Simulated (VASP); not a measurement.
# MgO (Cm) in VASP: further runs, part 2 of 2

VASP 6.6.1. Earlier steps stand in the parts before.

**5. Single point, LDA (atom 1 (Mg) moved by -0.104 Å along [1 1 0] and -0.208 Å along [0 0 1])**

INCAR

```
PREC = Accurate
ENCUT = 840
EDIFF = 1E-6
ISMEAR = 0
SIGMA = 0.05
LREAL = F
LASPH = T
NELM = 120
ALGO = Normal
ISIF = 2
LWAVE = F
LCHARG = T
GGA = CA
LELF = T
LVHAR = T
NBANDS = 42
GGA_COMPAT = F
```

KPOINTS

```
regular mesh
0
Gamma
  6 6 6
```

POSCAR

```
MgO
1.0
    4.1607146133      0.0000000000      0.0000000000
    0.0000000000     -4.1607146133      0.0000000000
    0.0000000000      0.0000000000     -4.1607146133
Mg O
4 4
Direct
   -0.0176746333      1.0176746333      1.0499914124
    0.5000000000      0.5000000000      1.0000000000
    0.5000000000      1.0000000000      0.5000000000
    0.0000000000      0.5000000000      0.5000000000
    0.5000000000      0.0000000000      0.0000000000
    0.0000000000      0.5000000000      0.0000000000
    0.0000000000      0.0000000000      0.5000000000
    0.5000000000      0.5000000000      0.5000000000
```

Potentials or basis: VASP PAW LDA potentials, release 64 (Mg_sv, O).

Started as:

```bash
cat potpaw_LDA.64/Mg_sv/POTCAR potpaw_LDA.64/O/POTCAR > POTCAR
mpirun -np 1 vasp_std > vasp.out
```

OUTCAR:

```text
PREC = Accurate
   ENCUT = 840
   EDIFF = 1E-6
   ISMEAR = 0
   LREAL = F
   LASPH = T
   NELM = 120
   ISIF = 2
   GGA = CA

 ion  position               nearest neighbor table
   1  0.982  0.018  0.050-   7 1.88   6 2.02   5 2.02
   2  0.500  0.500  0.000-   5 2.08   6 2.08   8 2.08   8 2.08   5 2.08   6 2.08
   3  0.500  0.000  0.500-   5 2.08   7 2.08   8 2.08   5 2.08   8 2.08   7 2.08
   4  0.000  0.500  0.500-   6 2.08   7 2.08   8 2.08   6 2.08   7 2.08   8 2.08
   5  0.500  0.000  0.000-   1 2.02   2 2.08   3 2.08   3 2.08   2 2.08
   6  0.000  0.500  0.000-   1 2.02   2 2.08   4 2.08   4 2.08   2 2.08
   7  0.000  0.000  0.500-   1 1.88   3 2.08   4 2.08   4 2.08   3 2.08
   8  0.500  0.500  0.500-   2 2.08   3 2.08   4 2.08   2 2.08   3 2.08   4 2.08

  LATTYP: Found a simple cubic cell.
 ALAT       =     4.1607146133

  Lattice vectors:

 A1 = (   4.1607146133,   0.0000000000,   0.0000000000)
 A2 = (   0.0000000000,  -4.1607146133,   0.0000000000)
 A3 = (   0.0000000000,   0.0000000000,  -4.1607146133)

Analysis of symmetry for initial positions (statically):
=====================================================================
 Subroutine PRICEL returns:
 Original cell was already a primitive cell.

 Routine SETGRP: Setting up the symmetry group for a
 simple cubic supercell.

 Subroutine GETGRP returns: Found  2 space group operations
 (whereof  2 operations were pure point group operations)
 out of a pool of 48 trial point group operations.

The static configuration has the point symmetry C_1h.

Analysis of symmetry for dynamics (positions and initial velocities):
=====================================================================
 Subroutine PRICEL returns:
 Original cell was already a primitive cell.

 Routine SETGRP: Setting up the symmetry group for a
 simple cubic supercell.

[... 138 lines left out ...]
  Fermi-wavevector in a.u.,A,eV,Ry     =   1.573863  2.974170 33.702235  2.477044
  Thomas-Fermi vector in A             =   2.675083
   LORBIT       =      0    0 simple, 1 ext, 2 COOP (PROOUT), +10 PAW based schemes
   GGA     = CA    functional components
   LHFCALC =     F    Hartree Fock is set to
   AEXX    =    0.0000 exact exchange contribution
   IVDW    =     0    specifies the selected vdW correction
   LEPSILON=     F    determine dielectric tensor
   LRPA    =     F    only Hartree local field effects (RPA)
 non-spin polarized calculation
 Gauss-broadening in eV      SIGMA  =   0.05
  energy-cutoff  :      840.00
  volume of cell :       72.03
 maximum number of plane-waves:      4012
   NGX = 19   NGY = 19   NGZ = 19

 number of electron      63.9999994 magnetization

 Free energy of the ion-electron system (eV)
  ---------------------------------------------------
  ext. energy  EPLUGINS =         0.00000000
  ---------------------------------------------------
  free energy    TOTEN  =       -52.62743246 eV

  energy without entropy =      -52.62743246  energy(sigma->0) =      -52.62743246

 E-fermi :   3.0565     XC(G=0): -12.1181

 val. band max:        2.8408398496   @ k =   0.0000   0.0000   0.0000
 cond. band min:       7.8626924868   @ k =   0.0000   0.0000   0.0000
 fundamental gap:      5.0218526372
 Fermi energy:         3.0565248474

 k-point     1 :       0.0000    0.0000    0.0000
  band No.  band energies     occupation
      1     -68.4000      2.00000
      2     -68.3913      2.00000
      3     -68.3512      2.00000
      4     -68.3053      2.00000
      5     -35.9401      2.00000
      6     -35.9372      2.00000
[... 1069 lines left out ...]
     41      15.5809      0.00000
     42      16.5023      0.00000

 [... further k-points ...]

------------------------ aborting loop because EDIFF is reached ----------------------------------------

  FORCE on cell =-STRESS in cart. coord.  units (eV):
  Direction    XX          YY          ZZ          XY          YZ          ZX
  --------------------------------------------------------------------------------------
  -------------------------------------------------------------------------------------
  Total        0.4593260      0.4593260      2.1434817     -0.0091435     -0.0471221     -0.0471221
  in kB       10.2171037     10.2171037     47.6789381     -0.2033852     -1.0481687     -1.0481691
  external PRESSURE =      22.7043818 kB  Pullay stress =       0.0000000 kB

 VOLUME and BASIS-vectors are now :
 -----------------------------------------------------------------------------
  energy-cutoff  :      840.00
  volume of cell :       72.03
      direct lattice vectors                 reciprocal lattice vectors
     4.160714613  0.000000000  0.000000000     0.240343329  0.000000000  0.000000000
     0.000000000 -4.160714613  0.000000000     0.000000000 -0.240343329  0.000000000
     0.000000000  0.000000000 -4.160714613     0.000000000  0.000000000 -0.240343329

 POSITION                                       TOTAL-FORCE (eV/Angst)
 -----------------------------------------------------------------------------------
      4.08718     -0.07354     -0.20800         0.734281      0.734281      2.597095
      2.08036     -2.08036      0.00000        -0.198457     -0.198457      0.171223
      2.08036      0.00000     -2.08036        -0.221516      0.065934     -0.574936
      0.00000     -2.08036     -2.08036         0.065934     -0.221516     -0.574936
      2.08036      0.00000      0.00000        -0.221275     -0.107365     -0.310550
      0.00000     -2.08036      0.00000        -0.107365     -0.221275     -0.310550
      0.00000      0.00000     -2.08036        -0.076232     -0.076232     -1.061316
      2.08036     -2.08036     -2.08036         0.024630      0.024630      0.063970
 -----------------------------------------------------------------------------------
    total drift:                                0.000031      0.000031     -0.000244

  FREE ENERGIE OF THE ION-ELECTRON SYSTEM (eV)
  ---------------------------------------------------
  free  energy   TOTEN  =       -52.6274324586 eV

  energy  without entropy=      -52.6274324586  energy(sigma->0) =      -52.62743246
```

Run time: 6.4 min. Hardware: 1 thread of AMD EPYC 7R43 (Zen 3), shared host; peak memory 0.36 GiB.

Results:

- Free energy: -52.6274 eV
- Pressure: 2.3 GPa
- Largest force: 2.797 eV/Å
- Band gap on the k mesh: 5.02 eV

Forces on the atoms (eV/Å):
```
Mg   0.734  0.734  2.597
Mg  -0.198 -0.198  0.171
Mg  -0.222  0.066 -0.575
Mg   0.066 -0.222 -0.575
O   -0.221 -0.107 -0.311
O   -0.107 -0.221 -0.311
O   -0.076 -0.076 -1.061
O    0.025  0.025  0.064
```

Caveat: the cell differs from its parent crystal (atom 1 (Mg) moved by -0.104 Å along [1 1 0] and -0.208 Å along [0 0 1]); forces of over 1 eV/Å act on the atoms, so gaps and moduli don't describe the material at rest.

**6. Summary**

```csv
cell,gap on the mesh (eV),pressure (GPa),largest force (eV/Å)
"as given, atomic positions A",4.88,14.0,11.74
"as given, atomic positions B",4.96,8.4,7.82
"as given, atomic positions C",4.84,15.0,10.56
"as given, atomic positions D",5.02,2.3,2.80
```

Alike in all rows: task single point; level LDA; potentials or basis VASP PAW LDA potentials, release 64 (Mg_sv, O); no spin polarisation; k mesh 6 × 6 × 6; cutoff (eV) 840; smearing gaussian 0.05 eV.

Caveats: forces of over 1 eV/Å act on the atoms, so gaps and moduli don't describe the material at rest; the stress differs along the axes, from 5 to 31 GPa (at least some runs); the stress differs along the axes, from 3 to 20 GPa (at least some runs); the stress differs along the axes, from 8 to 28 GPa (at least some runs).

Absolute energies hang on the potentials; compare differences alone.
